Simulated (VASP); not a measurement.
Crystal: Pd.

```
Pd
1.0
     2.75050    0.00000    0.00000
    -1.37525    2.38200    0.00000
     0.00000    0.00000    8.98313
Pd
4
Direct
  0.00000 0.00000 0.00000
  0.00000 0.00000 0.50000
  0.33333 0.66667 0.25000
  0.66667 0.33333 0.75000
```

This isn't the form of Pd at room conditions, which is fcc.

```yaml
Program: VASP 6.6.1
Task: relaxation of cell and atoms
Functional: revPBE
Potentials_or_basis: VASP PAW PBE potentials, release 64 (Pd)
Cutoff: 600 eV
k_mesh: 13 × 13 × 4
Occupations: fermi-dirac, width 0.1 eV
Spin: no spin polarisation
```

At the start: pressure 11.5 GPa; volume 14.71 Å³/atom.

How do energy, volume and symmetry change on relaxing?

Over 6 steps the energy falls by 32.3 meV/atom and the volume is 15.67 Å³/atom (+6.5 %); space group P6_3/mmc (No. 194, to 0.1 Å) before and after.

Step by step:
```tsv
step	energy change (eV)	largest force (eV/Å)	pressure (GPa)	volume (Å³)
1	0.0000	0.0000	11.45	58.85
2	0.0642	0.0000	-10.10	68.28
3	-0.1287	0.0000	-0.20	62.79
4	-0.1287	0.0000	-0.01	62.71
5	-0.1292	0.0000	0.01	62.70
6	-0.1294	0.0000	0.03	62.69
```

Final structure:
```
Pd
1.0
     2.80079    0.00000    0.00000
    -1.40039    2.42555    0.00000
     0.00000    0.00000    9.22811
Pd
4
Cartesian
  0.0000 0.0000 0.0000
  0.0000 0.0000 4.6141
  0.0000 1.6170 2.3070
  1.4004 0.8085 6.9211
```

Caveat: the highest band is partly filled, so the run has too few bands; the PAW data sets were made with another functional, which shifts forces and pressure a little.
